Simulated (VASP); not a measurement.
Input of a VASP 6.6.1 run:

The input INCAR:

```
SYSTEM = Be3Zn2Se5
  ALGO = Normal
  EDIFF = 1E-6
  EDIFFG = -0.025
  ENCUT = 600
  GGA = PE
  IBRION = 2
  ISIF = 3
  ISMEAR = 0
  LASPH = .True.
  LCHARG = .False.
  LREAL = .False.
  LWAVE = .False.
  NELM = 100
  NSW = 80
  PREC = Accurate
  SIGMA = 0.1
```

The input KPOINTS:

```
k-points
0
Gamma
  4 4 4
  0 0 0
```

The input POSCAR:

```
Be3Zn2Se5
1.0
   -0.0661464233     -3.9451776050     -0.0356012354
    3.7040048028      0.0661464233     -0.0104458877
   -1.8564734032      2.0674722012     13.7312115875
Be Zn Se
3 2 5
Direct
   -0.0093545695      0.0069150012     -0.0019696559
    0.5784277790      0.5832512557      0.1787787165
    0.3976189183      0.4114811272      0.8131965149
    0.1869204297      0.2009660243      0.3929253016
    0.8140495607      0.7894012864      0.6131959007
    0.6434890858      0.1460114084      0.2800094858
    0.2481068464      0.7447321981      0.5060075982
    0.8837425715      0.3705748328      0.7206481614
    0.4567964977      0.9582823680      0.9093633196
    0.0502028806      0.5383844979      0.0878446572
```

Potentials or basis: VASP PAW PBE potentials, release 64 (Be, Zn, Se).

The run is started by

```sh
$ cat potpaw_PBE.64/Be/POTCAR potpaw_PBE.64/Zn/POTCAR potpaw_PBE.64/Se/POTCAR > POTCAR
$ mpirun -np 1 vasp_std > vasp.out
```

Task: Predict the relaxed volume.

Result: 19.79 Å³/atom.

Task: What does it give for the space group after relaxing (to 0.1 Å)?

Result: I-4m2 (No. 119).

Task: What does it give for the band gap on the k mesh?

Result: 2.35 eV.

Forces on the atoms (eV/Å):
```
Be  -0.004 -0.002 -0.001
Be   0.006 -0.010  0.002
Be  -0.004  0.001  0.002
Zn   0.006 -0.005 -0.016
Zn   0.002  0.008 -0.004
Se  -0.004 -0.008  0.017
Se  -0.002  0.001  0.004
Se   0.011  0.016  0.004
Se  -0.006  0.000  0.002
Se  -0.005 -0.001 -0.011
```

Caveat: the k points lie up to 0.42 Å⁻¹ apart in the final cell. A k mesh can miss the band edges.
